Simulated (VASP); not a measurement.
# MnO (Cm) in VASP: further runs

MnO is run at these levels: LDA, PBEsol; tasks: single point.

Program: VASP 6.6.1. These are calculated values, not measurements. Logs are shortened: lines on timing, memory, paths and dates and some standing lists are left out, and cuts for length are marked.

### Step 1. The cell of the first run

It takes space group Cm (No. 8, monoclinic). The conventional cell has a = 6.021 Å, b = 3.479 Å, c = 3.486 Å, α = 90.00°, β = 125.23°, γ = 90.00°. Mn (site symmetry m) has 4 O at 2.13 Å within 2.8 Å. O (site symmetry m) has 4 Mn at 2.13 Å within 2.8 Å.

### Step 2. Single point, LDA, collinear spin, ferromagnetic start

Contents of INCAR:

```
SYSTEM = MnO
PREC = Accurate
ENCUT = 700
EDIFF = 1E-6
ISMEAR = -1
SIGMA = 0.05
LREAL = .False.
LASPH = .True.
NELM = 200
ALGO = Normal
ISIF = 2
LWAVE = .False.
LCHARG = .False.
ISPIN = 2
MAGMOM = 4 0
LORBIT = 11
LMAXMIX = 4
NBANDS = 22
GGA_COMPAT = .False.
```

Contents of KPOINTS:

```
Automatic mesh
0
Gamma
  9 9 9
  0 0 0
```

Contents of POSCAR:

```
MnO
1.0
    3.0103939679     -1.7395758314      0.0000000000
    3.0103939679      1.7395758314      0.0000000000
   -2.0107452843      0.0000000000      2.8472912409
Mn O
1 1
Direct
    0.5001990000      0.5001990000      0.5006650000
    0.7498025000      0.7498025000      0.2493360000
```

Potentials or basis: VASP PAW LDA potentials, release 64 (Mn_sv, O).

Started as:

```sh
> cat potpaw_LDA.64/Mn_sv/POTCAR potpaw_LDA.64/O/POTCAR > POTCAR
> mpirun -np 1 vasp_std > vasp.out
```

OUTCAR:

```text
SYSTEM = MnO
   PREC = Accurate
   ENCUT = 700
   EDIFF = 1E-6
   ISMEAR = -1
   LREAL = .False.
   LASPH = .True.
   NELM = 200
   ISIF = 2
   ISPIN = 2
   LORBIT = 11

 ion  position               nearest neighbor table
   1  0.500  0.500  0.501-   2 2.13   2 2.13   2 2.13   2 2.13
   2  0.750  0.750  0.249-   1 2.13   1 2.13   1 2.13   1 2.13

  LATTYP: Found a base centered monoclinic cell.
 ALAT       =     6.0207879358
 B/A-ratio  =     0.5778565364
 C/A-ratio  =     0.5789455757
 COS(beta)  =    -0.5768541066

  Lattice vectors:

 A1 = (   3.0103939679,  -1.7395758314,   0.0000000000)
 A2 = (   3.0103939679,   1.7395758314,   0.0000000000)
 A3 = (  -2.0107452843,   0.0000000000,   2.8472912409)

Analysis of symmetry for initial positions (statically):
=====================================================================
 Subroutine PRICEL returns:
 Original cell was already a primitive cell.

 Routine SETGRP: Setting up the symmetry group for a
 base centered monoclinic supercell.

 Subroutine GETGRP returns: Found  2 space group operations
 (whereof  2 operations were pure point group operations)
 out of a pool of  4 trial point group operations.

The static configuration has the point symmetry C_1h.

Analysis of symmetry for dynamics (positions and initial velocities):
=====================================================================
 Subroutine PRICEL returns:
 Original cell was already a primitive cell.

 Routine SETGRP: Setting up the symmetry group for a
 base centered monoclinic supercell.

 Subroutine GETGRP returns: Found  2 space group operations
 (whereof  2 operations were pure point group operations)
 out of a pool of  4 trial point group operations.

The dynamic configuration has the point symmetry C_1h.

Analysis of structural, dynamic, and magnetic symmetry:
=====================================================================
 Subroutine PRICEL returns:
 Original cell was already a primitive cell.

 Routine SETGRP: Setting up the symmetry group for a
 base centered monoclinic supercell.

 Subroutine GETGRP returns: Found  2 space group operations
 (whereof  2 operations were pure point group operations)
 out of a pool of  4 trial point group operations.

The overall configuration has the point symmetry C_1h.

 Subroutine INISYM returns: Found  2 space group operations
 (whereof  2 operations are pure point group operations),
 and found     1 'primitive' translations

----------------------------------------------------------------------------------------

                                     Primitive cell

  volume of cell :      29.8214

  direct lattice vectors                    reciprocal lattice vectors
     3.010393968 -1.739575831  0.000000000     0.166091218 -0.287426389  0.117292930
     3.010393968  1.739575831  0.000000000     0.166091218  0.287426389  0.117292930
    -2.010745284  0.000000000  2.847291241     0.000000000  0.000000000  0.351210999

  length of vectors
     3.476865818  3.476865818  3.485708538     0.352076488  0.352076488  0.351210999

  position of ions in fractional coordinates (direct lattice)
     0.500199000  0.500199000  0.500665000
     0.749802500  0.749802500  0.249336000

  ion indices of the primitive-cell ions
   primitive index   ion index
                 1           1
                 2           2

----------------------------------------------------------------------------------------

 KPOINTS: Automatic mesh

Automatic generation of k-mesh.
 Grid dimensions read from file:
 generate k-points for:    9    9    9

 Generating k-lattice:

  Cartesian coordinates                     Fractional coordinates (reciprocal lattice)
     0.018454580 -0.031936265  0.013032548     0.111111111 -0.000000000  0.000000000
     0.018454580  0.031936265  0.013032548    -0.000000000  0.111111111  0.000000000
     0.000000000  0.000000000  0.039023444     0.000000000  0.000000000  0.111111111

  Length of vectors
     0.039119610  0.039119610  0.039023444

  Shift w.r.t. Gamma in fractional coordinates (k-lattice)
     0.000000000  0.000000000  0.000000000

 Subroutine IBZKPT returns following result:
 ===========================================

 Found    205 irreducible k-points:

 Following reciprocal coordinates:
            Coordinates               Weight
  0.000000  0.000000  0.000000      1.000000
  0.111111 -0.000000  0.000000      4.000000
  0.222222  0.000000 -0.000000      4.000000
  0.333333  0.000000  0.000000      4.000000
  0.444444  0.000000 -0.000000      4.000000
  0.111111  0.111111  0.000000      2.000000
[... 16 lines left out ...]
 -0.333333  0.333333  0.000000      2.000000
  0.444444  0.444444  0.000000      2.000000
 [... further k-points ...]
   k-points           NKPTS =    205   k-points in BZ     NKDIM =    205   number of bands    NBANDS=     22
   number of dos      NEDOS =    301   number of ions     NIONS =      2
   total plane-waves  NPLWV =  27000
   dimension x,y,z NGX =    30 NGY =   30 NGZ =   30
   dimension x,y,z NGXF=    60 NGYF=   60 NGZF=   60
   ions per type =               1   1
   NGX,Y,Z   is equivalent  to a cutoff of  14.34, 14.34, 14.31 a.u.
   NGXF,Y,Z  is equivalent  to a cutoff of  28.69, 28.69, 28.62 a.u.
 SYSTEM =  MnO
   PREC   = accura    normal or accurate (medium, high low for compatibility)
   ISTART =      0    job   : 0-new  1-cont  2-samecut
   ICHARG =      2    charge: 1-file 2-atom 10-const
   ISPIN  =      2    spin polarized calculation?
   LNONCOLLINEAR =      F non collinear calculations
   LSORBIT =      F    spin-orbit coupling
   LASPH  =      T    aspherical Exc in radial PAW
   ENCUT  =  700.0 eV  51.45 Ry    7.17 a.u.   7.50  7.50  7.52*2*pi/ulx,y,z
   NELM   =    200;   NELMIN=  2; NELMDL= -5     # of ELM steps
   EDIFF  = 0.1E-05   stopping-criterion for ELM
   LREAL  =      F    real-space projection
   EDIFFG = 0.1E-04   stopping-criterion for IOM
   NSW    =      0    number of steps for IOM
   IBRION =     -1    ionic relax: 0-MD 1-quasi-New 2-CG
   NFREE  =      0    steps in history (QN), initial steepest desc. (CG)
   ISIF   =      2    stress and relaxation
   ISYM   =      2    0-nonsym 1-usesym 2-fastsym
   POTIM  = 0.5000    time-step for ionic-motion
   TEBEG  =    0.0;   TEEND  =   0.0 temperature during run
   PSTRESS=    0.0 pullay stress
   NELECT =      21.0000    total number of electrons
   NUPDOWN=      -1.0000    fix difference up-down
   EMIN   =  10.00;   EMAX   =-10.00  energy-range for DOS
   EFERMI =   0.00;   METHOD = LEGACY
   ISMEAR =    -1;   SIGMA  =   0.05  broadening in eV -4-tet -1-fermi 0-gaus
   EFERMI_NEDOS =   21; number of points for ismear=-14 and -15
   IALGO  =     38    algorithm
   IMIX   =      4    mixing-type and parameters
     AMIX     =   0.40;   BMIX     =  1.00
     AMIX_MAG =   1.60;   BMIX_MAG =  1.00
  volume/ion in A,a.u.               =      14.91       100.62
  Fermi-wavevector in a.u.,A,eV,Ry     =   1.456482  2.752352 28.862573  2.121339
  Thomas-Fermi vector in A             =   2.573395
   LORBIT       =     11    0 simple, 1 ext, 2 COOP (PROOUT), +10 PAW based schemes
   GGA     = CA    functional components
   LHFCALC =     F    Hartree Fock is set to
   AEXX    =    0.0000 exact exchange contribution
   IVDW    =     0    specifies the selected vdW correction
   LEPSILON=     F    determine dielectric tensor
   LRPA    =     F    only Hartree local field effects (RPA)
 spin polarized calculation
  energy-cutoff  :      700.00
  volume of cell :       29.82
 maximum number of plane-waves:      1277
 NGX is ok and might be reduce to    30
   NGX = 15   NGY = 15   NGZ = 15

 number of electron      20.9999992 magnetization       4.9873746

 Free energy of the ion-electron system (eV)
  ---------------------------------------------------
  ext. energy  EPLUGINS =         0.00000000
  ---------------------------------------------------
  free energy    TOTEN  =       -17.26689985 eV

  energy without entropy =      -17.26373691  energy(sigma->0) =      -17.26531838

 E-fermi :   5.3748     XC(G=0): -10.5875

 val. band max:        5.3334801859   @ k =  -0.1111  -0.1111   0.1111
 cond. band min:       5.3834144565   @ k =  -0.1111  -0.1111   0.1111
 fundamental gap:      0.0499342706
 Fermi energy:         5.3747883051

 spin component 1

 k-point     1 :       0.0000    0.0000    0.0000
  band No.  band energies     occupation
      1     -75.2225      1.00000
      2     -44.4400      1.00000
      3     -44.4395      1.00000
      4     -44.4388      1.00000
      5     -13.3901      1.00000
      6      -0.1154      1.00000
[... 14 lines left out ...]
     21      21.8760      0.00000
     22      24.2164      0.00000
[... 552 lines left out ...]
  band No.  band energies     occupation
      1     -75.2206      1.00000
      2     -44.4591      1.00000
      3     -44.4469      1.00000
      4     -44.4464      1.00000
      5     -12.8961      1.00000
      6      -1.0260      1.00000
[... 14 lines left out ...]
     21      28.8553      0.00000
     22      28.8683      0.00000

 [... further k-points ...]

 spin component 2

 k-point     1 :       0.0000    0.0000    0.0000
  band No.  band energies     occupation
      1     -70.7437      1.00000
      2     -40.0815      1.00000
      3     -40.0811      1.00000
      4     -40.0800      1.00000
      5     -12.9356      1.00000
      6       1.1407      1.00000
[... 14 lines left out ...]
     21      23.0668      0.00000
     22      25.5710      0.00000
[... 552 lines left out ...]
  band No.  band energies     occupation
      1     -70.7413      1.00000
      2     -40.1074      1.00000
      3     -40.0909      1.00000
      4     -40.0901      1.00000
      5     -12.4516      1.00000
      6      -0.1287      1.00000
[... 14 lines left out ...]
     21      29.7968      0.00000
     22      29.8105      0.00000

 [... further k-points ...]

------------------------ aborting loop because EDIFF is reached ----------------------------------------

  FORCE on cell =-STRESS in cart. coord.  units (eV):
  Direction    XX          YY          ZZ          XY          YZ          ZX
  --------------------------------------------------------------------------------------
  -------------------------------------------------------------------------------------
  Total       -2.9733813     -2.9792789     -3.0173520      0.0000000      0.0000000      0.0055627
  in kB     -159.7469594   -160.0638122   -162.1093146      0.0000000      0.0000000      0.2988606
  external PRESSURE =    -160.6400287 kB  Pullay stress =       0.0000000 kB

 VOLUME and BASIS-vectors are now :
 -----------------------------------------------------------------------------
  energy-cutoff  :      700.00
  volume of cell :       29.82
      direct lattice vectors                 reciprocal lattice vectors
     3.010393968 -1.739575831  0.000000000     0.166091218 -0.287426389  0.117292930
     3.010393968  1.739575831  0.000000000     0.166091218  0.287426389  0.117292930
    -2.010745284  0.000000000  2.847291241     0.000000000  0.000000000  0.351210999

 POSITION                                       TOTAL-FORCE (eV/Angst)
 -----------------------------------------------------------------------------------
      2.00488      0.00000      1.42554         0.000647      0.000000     -0.004350
      4.01305      0.00000      0.70993        -0.000647      0.000000      0.004350
 -----------------------------------------------------------------------------------
    total drift:                               -0.000030      0.000000      0.000348

  FREE ENERGIE OF THE ION-ELECTRON SYSTEM (eV)
  ---------------------------------------------------
  free  energy   TOTEN  =       -17.2668998452 eV

  energy  without entropy=      -17.2637369083  energy(sigma->0) =      -17.26531838

 total charge

# of ion       s       p       d       tot
------------------------------------------
    1        2.128   6.015   4.629  12.771
    2        1.538   3.382   0.000   4.920
--------------------------------------------------
tot          3.666   9.396   4.629  17.691

 magnetization (x)

# of ion       s       p       d       tot
------------------------------------------
    1        0.023   0.021   4.154   4.198
    2        0.017   0.176   0.000   0.193
--------------------------------------------------
tot          0.040   0.198   4.154   4.391
```

It took 4.4 min on 1 thread of Intel Xeon Platinum 8488C (Sapphire Rapids), shared host; peak memory 0.38 GiB.

What came out:

- Free energy: -17.2669 eV
- Pressure: -16.1 GPa
- Largest force: 0.004 eV/Å
- Band gap on the k mesh: zero (filled and empty bands overlap)
- Net moment: 4.99 μB per cell
- Site moments: Mn +4.20; O +0.19 μB
- Valence electrons inside the program's atomic spheres: Mn 12.77; O 4.92

Forces on the atoms (eV/Å):
```
Mn   0.001  0.000 -0.004
O   -0.001  0.000  0.004
```

Caveat: the cell stands under tension; a cell with one magnetic atom can't hold antiferromagnetic order, which such compounds often take; semilocal functionals often make such compounds metallic where correlation or magnetic order opens a gap, which also shifts bond lengths. With open d or f shells a metallic result of LDA can be an artefact of self-interaction; +U or a hybrid may open a gap.

[end of part 1 of 3]

The gap in the log of VASP goes by the Fermi energy; the results here count the filled bands.